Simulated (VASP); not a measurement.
# BaTiO3 (R3m) in VASP: further runs

BaTiO3 is run at these levels: r2SCAN; tasks: single point.

Everything below comes from runs of VASP 6.6.1. Logs are shortened: lines on timing, memory, paths and dates and some standing lists are left out, and cuts for length are marked.

**1. The cell of the first run**

The structure is trigonal, space group R3m (No. 160). Conventional cell: a = 5.680 Å, b = 5.680 Å, c = 6.994 Å, α = 90.00°, β = 90.00°, γ = 120.00°. Within 3.6 Å of Ba (site symmetry 3m) lie 12 O at 2.70 to 3.01 Å and 8 Ti at 3.48 to 3.50 Å. Within 2.5 Å of Ti (site symmetry 3m) lie 6 O at 1.87 to 2.16 Å. O (site symmetry m) has 2 Ti at 1.87 to 2.16 Å within 2.5 Å.

**2. Single point, r2SCAN**

Contents of POSCAR:

```
BaTiO3
1.0
    2.8400536833      1.6397057586      2.3314328269
   -2.8400536833      1.6397057586      2.3314328269
    0.0000000000     -3.2794115171      2.3314328269
Ba Ti O
1 1 3
Direct
    0.0170824638      0.0170824638      0.0170824638
    0.5162478494      0.5162478494      0.5162478494
    0.4897536543      0.4897536543      0.9801597377
    0.4897536543      0.9801597377      0.4897536543
    0.9801597377      0.4897536543      0.4897536543
```

Contents of INCAR.step1:

```
  PREC = Accurate
  ENCUT = 1480
  ISMEAR = 0
  SIGMA = 0.05
  LREAL = False
  LASPH = True
  NELM = 120
  NBANDS = 28
  GGA = PE
  ALGO = Normal
  EDIFF = 1E-5
  LWAVE = True
  LCHARG = False
  GGA_COMPAT = False
```

Contents of INCAR.step2:

```
  PREC = Accurate
  ENCUT = 1480
  EDIFF = 1E-6
  ISMEAR = 0
  SIGMA = 0.05
  LREAL = False
  LASPH = True
  NELM = 120
  ALGO = Normal
  ISIF = 2
  LWAVE = False
  LCHARG = False
  METAGGA = R2SCAN
  LMIXTAU = True
  NBANDS = 28
  ISTART = 1
  GGA_COMPAT = False
```

Contents of KPOINTS:

```
Automatic mesh
0
Gamma
  6 6 6
```

Potentials or basis: VASP PAW PBE potentials, release 64 (Ba_sv, Ti_sv, O_h).

Started as:

```bash
$ cat potpaw_PBE.64/Ba_sv/POTCAR potpaw_PBE.64/Ti_sv/POTCAR potpaw_PBE.64/O_h/POTCAR > POTCAR
$ cp INCAR.step1 INCAR
$ mpirun -np 1 vasp_std > vasp.out
$ cp INCAR.step2 INCAR
$ mpirun -np 1 vasp_std > vasp.out
```

OUTCAR:

```text
PREC = Accurate
   ENCUT = 1480
   EDIFF = 1E-6
   ISMEAR = 0
   LREAL = False
   LASPH = True
   NELM = 120
   ISIF = 2
   METAGGA = R2SCAN
   ISTART = 1

 ion  position               nearest neighbor table
   1  0.017  0.017  0.017-   4 2.70   5 2.70   3 2.70   4 2.85   5 2.85   3 2.85   3 2.85   5 2.85
                             4 2.85   5 3.01   4 3.01   3 3.01   2 3.48   2 3.48   2 3.48   2 3.48
   2  0.516  0.516  0.516-   3 1.87   4 1.87   5 1.87   3 2.16   4 2.16   5 2.16   1 3.48   1 3.48
                             1 3.48   1 3.48   1 3.48   1 3.48   1 3.49   1 3.50
   3  0.490  0.490  0.980-   2 1.87   2 2.16   1 2.70   1 2.85   1 2.85   1 3.01
   4  0.490  0.980  0.490-   2 1.87   2 2.16   1 2.70   1 2.85   1 2.85   1 3.01
   5  0.980  0.490  0.490-   2 1.87   2 2.16   1 2.70   1 2.85   1 2.85   1 3.01

  LATTYP: Found a trigonal (rhomboedric) cell.
 ALAT       =     4.0236946859
 COS(alpha) =     0.0036015225

  Lattice vectors:

 A1 = (   2.8400536833,   1.6397057586,   2.3314328269)
 A2 = (  -2.8400536833,   1.6397057586,   2.3314328269)
 A3 = (   0.0000000000,  -3.2794115171,   2.3314328269)

Analysis of symmetry for initial positions (statically):
=====================================================================
 Subroutine PRICEL returns:
 Original cell was already a primitive cell.

 Routine SETGRP: Setting up the symmetry group for a
 trigonal (rhombohedral) supercell.

 Subroutine GETGRP returns: Found  6 space group operations
 (whereof  6 operations were pure point group operations)
 out of a pool of 12 trial point group operations.

The static configuration has the point symmetry C_3v.

Analysis of symmetry for dynamics (positions and initial velocities):
=====================================================================
 Subroutine PRICEL returns:
 Original cell was already a primitive cell.

 Routine SETGRP: Setting up the symmetry group for a
 trigonal (rhombohedral) supercell.

 Subroutine GETGRP returns: Found  6 space group operations
 (whereof  6 operations were pure point group operations)
 out of a pool of 12 trial point group operations.

The dynamic configuration has the point symmetry C_3v.

 Subroutine INISYM returns: Found  6 space group operations
 (whereof  6 operations are pure point group operations),
 and found     1 'primitive' translations

[... 100 lines left out ...]
   EDIFF  = 0.1E-05   stopping-criterion for ELM
   LREAL  =      F    real-space projection
   EDIFFG = 0.1E-04   stopping-criterion for IOM
   NSW    =      0    number of steps for IOM
   IBRION =     -1    ionic relax: 0-MD 1-quasi-New 2-CG
   NFREE  =      0    steps in history (QN), initial steepest desc. (CG)
   ISIF   =      2    stress and relaxation
   ISYM   =      2    0-nonsym 1-usesym 2-fastsym
   POTIM  = 0.5000    time-step for ionic-motion
   TEBEG  =    0.0;   TEEND  =   0.0 temperature during run
   PSTRESS=    0.0 pullay stress
   NELECT =      40.0000    total number of electrons
   NUPDOWN=      -1.0000    fix difference up-down
   EMIN   =  10.00;   EMAX   =-10.00  energy-range for DOS
   EFERMI =   0.00;   METHOD = LEGACY
   ISMEAR =     0;   SIGMA  =   0.05  broadening in eV -4-tet -1-fermi 0-gaus
   EFERMI_NEDOS =   21; number of points for ismear=-14 and -15
   IALGO  =     38    algorithm
   IMIX   =      4    mixing-type and parameters
     AMIX     =   0.40;   BMIX     =  1.00
     AMIX_MAG =   1.60;   BMIX_MAG =  1.00
  volume/ion in A,a.u.               =      13.03        87.92
  Fermi-wavevector in a.u.,A,eV,Ry     =   1.391466  2.629490 26.343298  1.936178
  Thomas-Fermi vector in A             =   2.515302
   LORBIT       =      0    0 simple, 1 ext, 2 COOP (PROOUT), +10 PAW based schemes
   METAGGA = R2SCAN    functional components
   LHFCALC =     F    Hartree Fock is set to
   AEXX    =    0.0000 exact exchange contribution
   IVDW    =     0    specifies the selected vdW correction
   LEPSILON=     F    determine dielectric tensor
   LRPA    =     F    only Hartree local field effects (RPA)
 non-spin polarized calculation
 Gauss-broadening in eV      SIGMA  =   0.05
  energy-cutoff  :     1480.00
  volume of cell :       65.14
 maximum number of plane-waves:      8460
   NGX = 25   NGY = 25   NGZ = 25

 number of electron      40.0000002 magnetization

 Free energy of the ion-electron system (eV)
  ---------------------------------------------------
  ext. energy  EPLUGINS =         0.00000000
  ---------------------------------------------------
  free energy    TOTEN  =       -74.27841541 eV

  energy without entropy =      -74.27841541  energy(sigma->0) =      -74.27841541

 E-fermi :   3.9112     XC(G=0): -11.8059

 val. band max:        3.6773858577   @ k =   0.5000   0.5000   0.5000
 cond. band min:       6.5452041227   @ k =   0.0000   0.0000   0.0000
 fundamental gap:      2.8678182651
 Fermi energy:         3.9111628236

 k-point     1 :       0.0000    0.0000    0.0000
  band No.  band energies     occupation
      1     -54.8367      2.00000
      2     -30.0384      2.00000
      3     -30.0384      2.00000
      4     -30.0368      2.00000
      5     -21.7741      2.00000
      6     -14.0731      2.00000
[... 733 lines left out ...]
     27      12.4244      0.00000
     28      12.9994      0.00000

 [... further k-points ...]

------------------------ aborting loop because EDIFF is reached ----------------------------------------

  FORCE on cell =-STRESS in cart. coord.  units (eV):
  Direction    XX          YY          ZZ          XY          YZ          ZX
  --------------------------------------------------------------------------------------
  -------------------------------------------------------------------------------------
  Total        0.8576561      0.8576561      1.1282042     -0.0000000      0.0000000     -0.0000000
  in kB       21.0939116     21.0939116     27.7479999     -0.0000000      0.0000000     -0.0000000
  external PRESSURE =      23.3119410 kB  Pullay stress =       0.0000000 kB

 VOLUME and BASIS-vectors are now :
 -----------------------------------------------------------------------------
  energy-cutoff  :     1480.00
  volume of cell :       65.14
      direct lattice vectors                 reciprocal lattice vectors
     2.840053683  1.639705759  2.331432827     0.176053010  0.101644253  0.142973595
    -2.840053683  1.639705759  2.331432827    -0.176053010  0.101644253  0.142973595
     0.000000000 -3.279411517  2.331432827     0.000000000 -0.203288506  0.142973595

 POSITION                                       TOTAL-FORCE (eV/Angst)
 -----------------------------------------------------------------------------------
      0.00000      0.00000      0.11948        -0.000000     -0.000000     -0.754559
      0.00000      0.00000      3.61079        -0.000000      0.000000      0.225169
      0.00000     -1.60824      4.56883        -0.000000     -0.047868      0.176463
     -1.39278      0.80412      4.56883        -0.041455      0.023934      0.176463
      1.39278      0.80412      4.56883         0.041455      0.023934      0.176463
 -----------------------------------------------------------------------------------
    total drift:                               -0.000000     -0.000000     -0.000598

  FREE ENERGIE OF THE ION-ELECTRON SYSTEM (eV)
  ---------------------------------------------------
  free  energy   TOTEN  =       -74.2784154065 eV

  energy  without entropy=      -74.2784154065  energy(sigma->0) =      -74.27841541
```

OSZICAR.step1:

```text
N       E                     dE             d eps       ncg     rms          rms(c)
DAV:   1     0.693749670194E+03    0.69375E+03   -0.37831E+04  1792   0.335E+03
DAV:   2     0.838206043394E+02   -0.60993E+03   -0.58419E+03  1828   0.676E+02
DAV:   3    -0.416764536418E+02   -0.12550E+03   -0.11812E+03  2792   0.221E+02
DAV:   4    -0.502313059021E+02   -0.85549E+01   -0.85191E+01  2356   0.555E+01
DAV:   5    -0.506020544190E+02   -0.37075E+00   -0.37043E+00  2808   0.114E+01    0.241E+01
DAV:   6    -0.401132277722E+02    0.10489E+02   -0.55217E+01  2800   0.684E+01    0.102E+01
DAV:   7    -0.401864246563E+02   -0.73197E-01   -0.11731E+01  2488   0.250E+01    0.736E+00
DAV:   8    -0.400229344905E+02    0.16349E+00   -0.69254E-01  2172   0.728E+00    0.408E+00
DAV:   9    -0.400455004723E+02   -0.22566E-01   -0.42689E-01  2704   0.621E+00    0.161E+00
DAV:  10    -0.400270081319E+02    0.18492E-01   -0.19009E-01  2256   0.440E+00    0.776E-01
DAV:  11    -0.400206525077E+02    0.63556E-02   -0.33707E-02  2356   0.115E+00    0.272E-01
DAV:  12    -0.400205369462E+02    0.11556E-03   -0.72820E-03  2304   0.839E-01    0.159E-01
DAV:  13    -0.400201875585E+02    0.34939E-03   -0.11316E-03  2240   0.366E-01    0.314E-02
DAV:  14    -0.400201959447E+02   -0.83863E-05   -0.11920E-04  2740   0.979E-02    0.126E-02
DAV:  15    -0.400201972551E+02   -0.13104E-05   -0.31431E-05  2032   0.580E-02
   1 F= -.40020197E+02 E0= -.40020197E+02  d E =-.328633E-11
```

Wall time 9.1 min (1 thread of Intel Xeon Platinum 8488C (Sapphire Rapids), shared host); peak memory 0.58 GiB.

Results:

```
Free energy            : -74.2784 eV
Pressure               : 2.3 GPa
Largest force          : 0.755 eV/Å
Band gap on the k mesh : 2.87 eV (least direct gap 3.34 eV)
```

Forces on the atoms (eV/Å):
```
Ba   0.000  0.000 -0.755
Ti   0.000  0.000  0.225
O    0.000 -0.048  0.176
O   -0.041  0.024  0.176
O    0.041  0.024  0.176
```

Stress tensor (GPa, compression positive):
```
2.11 0.00 0.00
0.00 2.11 0.00
0.00 0.00 2.77
```

Caveat: the cell differs from its parent crystal (all Ba atoms moved -0.100 Å, as atom 1 towards its neighbour atom 2 (Ti) at 3.403 Å); the PAW data sets were made with another functional, which shifts forces and pressure a little; spin-orbit coupling is left out, which moves the levels of the heavy elements.

**3. Single point, r2SCAN**

POSCAR: that of step 2 with these lines changed.

```diff
@@ -8,3 +8,3 @@
 Direct
-    0.0170824638      0.0170824638      0.0170824638
+   -0.0043635755     -0.0043635755     -0.0043635755
     0.5162478494      0.5162478494      0.5162478494
```

Contents of INCAR.step1:

```
ALGO = Normal
EDIFF = 1E-5
ENCUT = 1480
GGA = PE
GGA_COMPAT = False
ISMEAR = 0
LASPH = True
LCHARG = False
LREAL = False
LWAVE = True
NBANDS = 28
NELM = 120
PREC = Accurate
SIGMA = 0.05
```

Contents of INCAR.step2:

```
ALGO = Normal
EDIFF = 1E-6
ENCUT = 1480
GGA_COMPAT = False
ISIF = 2
ISMEAR = 0
ISTART = 1
LASPH = True
LCHARG = False
LMIXTAU = True
LREAL = False
LWAVE = False
METAGGA = R2SCAN
NBANDS = 28
NELM = 120
PREC = Accurate
SIGMA = 0.05
```

Contents of KPOINTS:

```
k-points
0
Gamma
  6 6 6
```

Potentials or basis: VASP PAW PBE potentials, release 64 (Ba_sv, Ti_sv, O_h).

Started as:

```bash
$ cat potpaw_PBE.64/Ba_sv/POTCAR potpaw_PBE.64/Ti_sv/POTCAR potpaw_PBE.64/O_h/POTCAR > POTCAR
$ cp INCAR.step1 INCAR
$ mpirun -np 1 vasp_std > vasp.out
$ cp INCAR.step2 INCAR
$ mpirun -np 1 vasp_std > vasp.out
```

Wall time 9.5 min (1 thread of Intel Xeon Platinum 8488C (Sapphire Rapids), shared host); peak memory 0.58 GiB.

Results (log left out):

```yaml
Free_energy: -74.3104 eV
Pressure: 1.7 GPa
Largest_force: 0.320 eV/Å
Band_gap_on_the_k_mesh: 2.85 eV (least direct gap 3.30 eV)
```

Forces in eV/Å, atoms in the order of the input:
```
Ba   0.000  0.000  0.305
Ti   0.000  0.000 -0.320
O    0.000 -0.055  0.005
O   -0.048  0.028  0.005
O    0.048  0.028  0.005
```

Stress tensor (GPa, compression positive):
```
1.75 0.00 0.00
0.00 1.75 0.00
0.00 0.00 1.67
```

Levels at points of the mesh, in eV from the valence-band top:
| k point | band 17 | band 18 | band 19 | band 20 | band 21 | band 22 | band 23 | band 24 |
| --- | --- | --- | --- | --- | --- | --- | --- | --- |
| (0.00, 0.00, 0.00) | -1.07 | -0.57 | -0.45 | -0.45 | 2.85 | 2.85 | 2.99 | 4.81 |
| (0.50, 0.00, 0.00) | -1.61 | -1.60 | -1.01 | -0.88 | 3.02 | 4.16 | 4.27 | 4.78 |
| (0.50, 0.50, 0.00) | -1.65 | -0.92 | -0.87 | -0.09 | 4.23 | 4.25 | 4.59 | 5.38 |
| (0.50, 0.50, 0.50) | -2.35 | -0.01 | -0.01 | 0.00 | 4.66 | 4.85 | 4.85 | 7.16 |

Caveat: the cell differs from its parent crystal (all Ba atoms moved +0.050 Å, as atom 1 towards its neighbour atom 2 (Ti) at 3.403 Å); the PAW data sets were made with another functional, which shifts forces and pressure a little; spin-orbit coupling is left out, which moves the levels of the heavy elements. A k mesh can miss the band edges.
